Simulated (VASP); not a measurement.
# Y in VASP: a series of runs, part 2 of 2

VASP 6.6.1.

**4. Electric field gradients, LDA (equal xy, yz and zx shear strains of +2 %)**

Contents of INCAR:

```
PREC = Accurate
ENCUT = 400
EDIFF = 1E-8
ISMEAR = -1
SIGMA = 0.08
LREAL = False
LASPH = True
NELM = 120
ALGO = Normal
ISIF = 2
LWAVE = False
LCHARG = False
GGA = CA
LEFG = True
NBANDS = 18
GGA_COMPAT = False
```

Contents of KPOINTS:

```
Automatic mesh
0
Gamma
  12 12 7
```

Contents of POSCAR:

```
Y
1.0
    3.6514992371      0.0365149924      0.0365149924
   -1.7941267075      3.1440336050      0.0133654148
    0.0574740000      0.0574740000      5.7474000000
Y
2
Direct
    0.3333333333      0.6666666667      0.2500000000
    0.6666666667      0.3333333333      0.7500000000
```

Potentials or basis: VASP PAW LDA potentials, release 64 (Y_sv).

Started as:

```sh
> cat potpaw_LDA.64/Y_sv/POTCAR > POTCAR
> mpirun -np 1 vasp_std > vasp.out
```

OUTCAR:

```text
PREC = Accurate
   ENCUT = 400
   EDIFF = 1E-8
   ISMEAR = -1
   LREAL = False
   LASPH = True
   NELM = 120
   ISIF = 2
   GGA = CA

 ion  position               nearest neighbor table
   1  0.333  0.667  0.250-   2 3.53   2 3.53   2 3.54   2 3.57   2 3.60   2 3.62
   2  0.667  0.333  0.750-   1 3.53   1 3.53   1 3.54   1 3.57   1 3.60   1 3.62

  LATTYP: Found a triclinic cell.
 ALAT       =     3.6835051444
 B/A-ratio  =     2.2969610913
 C/A-ratio  =     0.9914101448
 COS(alpha) =     0.0013710416
 COS(beta)  =     0.5129592077
 COS(gamma) =     0.6308238141

  Lattice vectors:

 A1 = (  -1.8573725296,  -3.1805485974,  -0.0498804072)
 A2 = (  -0.0057718221,  -6.2671082024,   5.6841541780)
 A3 = (  -3.6514992371,  -0.0365149924,  -0.0365149924)

Analysis of symmetry for initial positions (statically):
=====================================================================
 Subroutine PRICEL returns:
[... 697 lines left out ...]
      direct lattice vectors                 reciprocal lattice vectors
     3.651499237  0.036514992  0.036514992     0.272348568  0.155432503 -0.004277811
    -1.794126708  3.144033605  0.013365415    -0.003131575  0.316289053 -0.003131575
     0.057474000  0.057474000  5.747400000    -0.001723031 -0.001723031  0.174026179

 POSITION                                       TOTAL-FORCE (eV/Angst)
 -----------------------------------------------------------------------------------
      0.03545      2.12256      1.45793        -0.018832      0.000225      0.003360
      1.87940      1.11546      4.33935         0.018832     -0.000225     -0.003360
 -----------------------------------------------------------------------------------
    total drift:                               -0.000000      0.000000     -0.000000

  FREE ENERGIE OF THE ION-ELECTRON SYSTEM (eV)
  ---------------------------------------------------
  free  energy   TOTEN  =       -13.8358367312 eV

  energy  without entropy=      -13.7518530591  energy(sigma->0) =      -13.79384490

 Electric field gradients (V/A^2)
---------------------------------------------------------------------
 ion       V_xx      V_yy      V_zz      V_xy      V_xz      V_yz
---------------------------------------------------------------------
   1     -12.535   -12.234    24.769    -4.074    -3.541    -3.533
   2     -12.535   -12.234    24.769    -4.074    -3.541    -3.533
---------------------------------------------------------------------

 Electric field gradients after diagonalization (V/A^2)
 (convention: |V_zz| > |V_xx| > |V_yy|)
----------------------------------------------------------------------
 ion       V_xx      V_yy      V_zz     asymmetry (V_yy - V_xx)/ V_zz
----------------------------------------------------------------------
   1     -17.059    -8.308    25.368       0.345
   2     -17.059    -8.308    25.368       0.345
----------------------------------------------------------------------

           NMR quadrupolar parameters

 Cq : quadrupolar parameter    Cq=e*Q*V_zz/h
 eta: asymmetry parameters     (V_yy - V_xx)/ V_zz
 Q  : nuclear electric quadrupole moment in mb (millibarn)
----------------------------------------------------------------------
 ion       Cq(MHz)       eta       Q (mb)
----------------------------------------------------------------------
   1       0.061       0.345       1.000
   2       0.061       0.345       1.000
----------------------------------------------------------------------
```

OSZICAR:

```text
N       E                     dE             d eps       ncg     rms          rms(c)
DAV:   1     0.775382367414E+02    0.77538E+02   -0.99243E+03 18312   0.962E+02
DAV:   2    -0.702572542198E+01   -0.84564E+02   -0.83018E+02 22598   0.229E+02
DAV:   3    -0.141059367433E+02   -0.70802E+01   -0.70240E+01 31964   0.397E+01
DAV:   4    -0.142924680770E+02   -0.18653E+00   -0.18632E+00 22656   0.654E+00
DAV:   5    -0.142973416852E+02   -0.48736E-02   -0.48719E-02 25980   0.808E-01    0.330E+01
DAV:   6    -0.139249038122E+02    0.37244E+00   -0.43922E-01 20180   0.384E+00    0.204E+01
DAV:   7    -0.138490301509E+02    0.75874E-01   -0.83349E-01 24786   0.473E+00    0.160E+00
DAV:   8    -0.138360407957E+02    0.12989E-01   -0.13585E-01 22558   0.213E+00    0.634E-01
DAV:   9    -0.138358276271E+02    0.21317E-03   -0.41514E-03 24160   0.401E-01    0.231E-01
DAV:  10    -0.138358400568E+02   -0.12430E-04   -0.79425E-04 21134   0.238E-01    0.127E-01
DAV:  11    -0.138358383658E+02    0.16910E-05   -0.49831E-05 28132   0.489E-02    0.538E-02
DAV:  12    -0.138358373423E+02    0.10234E-05   -0.98549E-06 20738   0.248E-02    0.314E-02
DAV:  13    -0.138358367253E+02    0.61701E-06   -0.22730E-06 20098   0.135E-02    0.260E-03
DAV:  14    -0.138358367298E+02   -0.44815E-08   -0.14463E-07 30048   0.178E-03    0.170E-03
DAV:  15    -0.138358367312E+02   -0.13752E-08   -0.16700E-08 15478   0.117E-03
   1 F= -.13835837E+02 E0= -.13793845E+02  d E =-.839837E-01
```

stdout:

```text
POSCAR found type information on POSCAR Y
 POSCAR found :  1 types and       2 ions
 scaLAPACK will be used
 LDA part: xc-table for (Slater(with rela. corr.)+CA(PZ))
 , standard interpolation
 POSCAR, INCAR and KPOINTS ok, starting setup
 FFT: planning ... GRIDC
 FFT: planning ... GRID_SOFT
 FFT: planning ... GRID
 WAVECAR not read
 entering main loop
ion   1
     0.0000519     0.0527128     0.0107203    -0.4019844     0.0109834     0.0027928
     0.0000714     0.0527128     0.0107203    -0.4019844     0.0109834     0.0027928
     0.0000984     0.0527128     0.0107203    -0.4019844     0.0109834     0.0027928
     0.0001355     0.0527128     0.0107203    -0.4019844     0.0109834     0.0027928

     0.0000519     3.6594919     3.1767332   -19.4977059     3.1837786     0.1356421
     0.0000714     3.6593085     3.1765819   -19.4967956     3.1836270     0.1356361
     0.0000984     3.6590113     3.1763375   -19.4953228     3.1833821     0.1356264
     0.0001355     3.6585322     3.1759443   -19.4929506     3.1829882     0.1356107

ion   2
     0.0000519     0.0527128     0.0107203    -0.4019844     0.0109834     0.0027928
     0.0000714     0.0527128     0.0107203    -0.4019844     0.0109834     0.0027928
     0.0000984     0.0527128     0.0107203    -0.4019844     0.0109834     0.0027928
     0.0001355     0.0527128     0.0107203    -0.4019844     0.0109834     0.0027928

     0.0000519     3.6594919     3.1767332   -19.4977059     3.1837786     0.1356421
     0.0000714     3.6593085     3.1765819   -19.4967956     3.1836270     0.1356361
     0.0000984     3.6590113     3.1763375   -19.4953228     3.1833821     0.1356264
     0.0001355     3.6585322     3.1759443   -19.4929506     3.1829882     0.1356107
```

Run time: 2.4 min. Hardware: 1 thread of Intel Xeon 6975P-C (Granite Rapids), shared host; peak memory 0.46 GiB.

What came out:

- Free energy: -13.8358 eV
- Pressure: -4.0 GPa
- Largest force: 0.019 eV/Å
- Band gap on the k mesh: zero (bands 11 and 12 overlap by 1.35 eV)
- Largest electric field gradient by atom: Y +25.4 V/Å²

Forces in eV/Å, atoms in the order of the input:
```
Y   -0.019  0.000  0.003
Y    0.019  0.000 -0.003
```

Stress tensor (GPa, compression positive):
```
-3.83 -0.53 -0.45
-0.53 -3.82 -0.45
-0.45 -0.45 -4.37
```

Levels at points of the mesh, in eV from the Fermi level:
```tsv
k point	band 7	band 8	band 9	band 10	band 11	band 12	band 13	band 14	band 15	band 16
(0.00, 0.00, 0.00)	-22.31	-22.29	-4.66	-1.87	0.92	1.56	1.82	1.94	2.15	2.39
(0.50, 0.00, 0.00)	-22.43	-22.36	-1.71	-1.18	-0.81	-0.11	1.30	1.51	1.96	4.88
(0.00, 0.50, 0.00)	-22.44	-22.37	-1.67	-1.18	-0.81	-0.06	1.29	1.45	2.03	4.90
(0.50, 0.50, 0.00)	-22.44	-22.38	-1.65	-1.17	-0.81	-0.02	1.29	1.39	2.09	4.94
```

Electric field gradients, principal values (V/Å²):
```csv
atom,least,middle,greatest (by size)
1 Y,-8.308,-17.059,25.368
2 Y,-8.308,-17.059,25.368
```

Caveat: the cell differs from its parent crystal (equal xy, yz and zx shear strains of +2 %); the cell stands under tension; without QUAD_EFG the Cq values of the log hold for a quadrupole moment of 1 mb, not for the nuclei.

**5. Electric field gradients, LDA (equal xy, yz and zx shear strains of +2 %)**

Contents of INCAR:

```
SYSTEM = Y
PREC = Accurate
ENCUT = 400
EDIFF = 1E-8
ISMEAR = -1
SIGMA = 0.08
LREAL = .False.
LASPH = .True.
NELM = 120
ALGO = Normal
ISIF = 2
LWAVE = .False.
LCHARG = .False.
GGA = CA
LEFG = .True.
NBANDS = 18
GGA_COMPAT = .False.
```

Contents of KPOINTS:

```
Automatic mesh
0
Gamma
  12 12 7
  0 0 0
```

POSCAR is that of step 4.

Potentials or basis: VASP PAW LDA potentials, release 64 (Y_sv).

Started as:

```sh
> cat potpaw_LDA.64/Y_sv/POTCAR > POTCAR
> mpirun -np 1 vasp_std > vasp.out
```

OUTCAR:

```text
SYSTEM = Y
   PREC = Accurate
   ENCUT = 400
   EDIFF = 1E-8
   ISMEAR = -1
   LREAL = .False.
   LASPH = .True.
   NELM = 120
   ISIF = 2
   GGA = CA

 ion  position               nearest neighbor table
   1  0.333  0.667  0.250-   2 3.53   2 3.53   2 3.54   2 3.57   2 3.60   2 3.62
   2  0.667  0.333  0.750-   1 3.53   1 3.53   1 3.54   1 3.57   1 3.60   1 3.62

  LATTYP: Found a triclinic cell.
 ALAT       =     3.6835051444
 B/A-ratio  =     2.2969610913
 C/A-ratio  =     0.9914101448
 COS(alpha) =     0.0013710416
 COS(beta)  =     0.5129592077
 COS(gamma) =     0.6308238141

[... 720 lines left out ...]
  free  energy   TOTEN  =       -13.8358367312 eV

  energy  without entropy=      -13.7518530591  energy(sigma->0) =      -13.79384490

 Electric field gradients (V/A^2)
---------------------------------------------------------------------
 ion       V_xx      V_yy      V_zz      V_xy      V_xz      V_yz
---------------------------------------------------------------------
   1     -12.535   -12.234    24.769    -4.074    -3.541    -3.533
   2     -12.535   -12.234    24.769    -4.074    -3.541    -3.533
---------------------------------------------------------------------

 Electric field gradients after diagonalization (V/A^2)
 (convention: |V_zz| > |V_xx| > |V_yy|)
----------------------------------------------------------------------
 ion       V_xx      V_yy      V_zz     asymmetry (V_yy - V_xx)/ V_zz
----------------------------------------------------------------------
   1     -17.059    -8.308    25.368       0.345
   2     -17.059    -8.308    25.368       0.345
----------------------------------------------------------------------

           NMR quadrupolar parameters

 Cq : quadrupolar parameter    Cq=e*Q*V_zz/h
 eta: asymmetry parameters     (V_yy - V_xx)/ V_zz
 Q  : nuclear electric quadrupole moment in mb (millibarn)
----------------------------------------------------------------------
 ion       Cq(MHz)       eta       Q (mb)
----------------------------------------------------------------------
   1       0.061       0.345       1.000
   2       0.061       0.345       1.000
----------------------------------------------------------------------
```

It took 2.4 min on 1 thread of Intel Xeon 6975P-C (Granite Rapids), shared host; peak memory 0.45 GiB.

What came out:

```
Free energy                             : -13.8358 eV
Pressure                                : -4.0 GPa
Largest force                           : 0.019 eV/Å
Band gap on the k mesh                  : zero (bands 11 and 12 overlap by 1.35 eV)
Largest electric field gradient by atom : Y +25.4 V/Å²
```

Forces on the atoms (eV/Å):
```
Y   -0.019  0.000  0.003
Y    0.019  0.000 -0.003
```

Levels at points of the mesh, in eV from the Fermi level:
| k point | band 7 | band 8 | band 9 | band 10 | band 11 | band 12 | band 13 | band 14 | band 15 | band 16 |
| --- | --- | --- | --- | --- | --- | --- | --- | --- | --- | --- |
| (0.00, 0.00, 0.00) | -22.31 | -22.29 | -4.66 | -1.87 | 0.92 | 1.56 | 1.82 | 1.94 | 2.15 | 2.39 |
| (0.50, 0.00, 0.00) | -22.43 | -22.36 | -1.71 | -1.18 | -0.81 | -0.11 | 1.30 | 1.51 | 1.96 | 4.88 |
| (0.00, 0.50, 0.00) | -22.44 | -22.37 | -1.67 | -1.18 | -0.81 | -0.06 | 1.29 | 1.45 | 2.03 | 4.90 |
| (0.50, 0.50, 0.00) | -22.44 | -22.38 | -1.65 | -1.17 | -0.81 | -0.02 | 1.29 | 1.39 | 2.09 | 4.94 |

Electric field gradients, principal values (V/Å²):
```
atom   least   middle  greatest (by size)
 1 Y  -8.308  -17.059              25.368
 2 Y  -8.308  -17.059              25.368
```

Caveat: the cell differs from its parent crystal (equal xy, yz and zx shear strains of +2 %); the cell stands under tension; without QUAD_EFG the Cq values of the log hold for a quadrupole moment of 1 mb, not for the nuclei.
